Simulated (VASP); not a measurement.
Input of a VASP 6.6.1 run:

INCAR

```
PREC     = Accurate       # precision mode
ENCUT    = 600            # plane-wave cutoff, eV
EDIFF    = 1E-6           # SCF threshold, eV
ISMEAR   = 0              # smearing method
SIGMA    = 0.2            # smearing width, eV
LREAL    = F              # projectors in reciprocal space
LASPH    = T              # aspherical terms in the spheres
NELM     = 120            # most SCF steps
ALGO     = Normal         # electronic algorithm
ISIF     = 2              # what is computed and relaxed
LWAVE    = F              # write WAVECAR
LCHARG   = F              # write CHGCAR
GGA      = PE             # functional
NBANDS   = 15             # bands
GGA_COMPAT= F
```

Contents of KPOINTS:

```
regular mesh
0
Gamma
  5 5 5
```

Contents of POSCAR:

```
Al3N
1.0
    4.0001503873      0.0000000000      0.0000000000
    0.0000000000      4.0001503873      0.0000000000
    0.0000000000      0.0000000000      4.0001503873
Al N
3 1
Direct
    0.5000000000      0.0000000000      0.0000000000
    0.0000000000      0.5000000000      0.0000000000
    0.0000000000      0.0000000000      0.5000000000
    0.0000000000      0.0000000000      0.0000000000
```

Potentials or basis: VASP PAW PBE potentials, release 64 (Al, N).

Launch:

```bash
$ cat potpaw_PBE.64/Al/POTCAR potpaw_PBE.64/N/POTCAR > POTCAR
$ mpirun -np 1 vasp_std > vasp.out
```

Q: What does it give for the band gap on the k mesh?

A: Zero (band 7 reaches 7.07 eV, above the bottom of band 8 at 6.66 eV).

Q: Estimate the pressure.

A: 0.4 GPa.
